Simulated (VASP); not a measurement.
Here is a VASP 6.6.1 calculation.

Contents of INCAR:

```
  ALGO = Normal
  EDIFF = 1E-6
  ENCUT = 520
  GGA = PE
  ISIF = 2
  ISMEAR = -1
  IVDW = 12
  LASPH = T
  LCHARG = F
  LREAL = Auto
  LWAVE = F
  NBANDS = 56
  NELM = 100
  PREC = Accurate
  SIGMA = 0.05
```

Contents of KPOINTS:

```
k-points
0
Gamma
  2 2 1
```

POSCAR

```
Si16H4CO
1.0
    7.6791800000      0.0000000000      0.0000000000
    3.8395900000      6.6503650000      0.0000000000
    0.0000000000      0.0000000000     18.4187650000
H Si C O
4 16 1 1
Direct
    0.1666668792      0.1666675438      0.0542924566
    0.6666681814      0.1666675438      0.0542924566
    0.1666662146      0.6666701752      0.0542924566
    0.6666675168      0.6666701752      0.0542924566
    0.1666668792      0.1666675438      0.1357311416
    0.6666681814      0.1666675438      0.1357311416
    0.1666662146      0.6666701752      0.1357311416
    0.6666675168      0.6666701752      0.1357311416
   -0.1672657758      0.3339064848      0.1775091870
    0.3334318926      0.3334253082      0.1774331775
   -0.1666792161      0.8333076455      0.1775254747
    0.3339072959      0.8327362483      0.1775091870
   -0.1662367308      0.3331245729      0.3094561443
    0.3330043184      0.3330042787      0.3091141018
   -0.1666181341      0.8333677926      0.3091249603
    0.3331356013      0.8337587486      0.3094507151
   -0.0000425560     -0.0000451103      0.3441761703
    0.4999857257      0.0001353309      0.3440024345
    0.0001370760      0.4999875947      0.3440024345
    0.4997508057      0.4997470064      0.3432966325
    0.5983682577      0.5900428022      0.5447650806
    0.5972262252      0.5889150445      0.6075923114
```

Potentials or basis: VASP PAW PBE potentials, release 64 (H, Si, C, O).

Launch:

```bash
$ cat potpaw_PBE.64/H/POTCAR potpaw_PBE.64/Si/POTCAR potpaw_PBE.64/C/POTCAR potpaw_PBE.64/O/POTCAR > POTCAR
$ mpirun -np 1 vasp_std > vasp.out
```

What does it give for the dispersion energy per atom?

-0.184 eV.

Estimate the largest force.

1.490 eV/Å.

What does it give for the band gap on the k mesh?

Zero (band 39 reaches -0.68 eV, above the bottom of band 40 at -0.88 eV).

Forces on the atoms (eV/Å):
```
H   -0.009 -0.005 -0.074
H    0.006  0.003 -0.080
H    0.005  0.003 -0.080
H   -0.002 -0.001 -0.084
Si   0.002  0.000  0.377
Si  -0.010 -0.007  0.324
Si  -0.010 -0.005  0.324
Si   0.025  0.014  0.305
Si   0.006 -0.013  0.277
Si  -0.005 -0.004  0.249
Si   0.005  0.003  0.260
Si  -0.009  0.013  0.276
Si   0.007 -0.007 -0.416
Si  -0.020 -0.012 -0.442
Si   0.001  0.001 -0.428
Si  -0.004  0.010 -0.418
Si  -0.012 -0.008 -0.030
Si   0.017 -0.020 -0.041
Si  -0.009  0.022 -0.041
Si   0.000  0.000 -0.151
C    0.016  0.008  1.383
O   -0.001  0.003 -1.490
```

Caveat: the k points lie up to 0.47 Å⁻¹ apart.
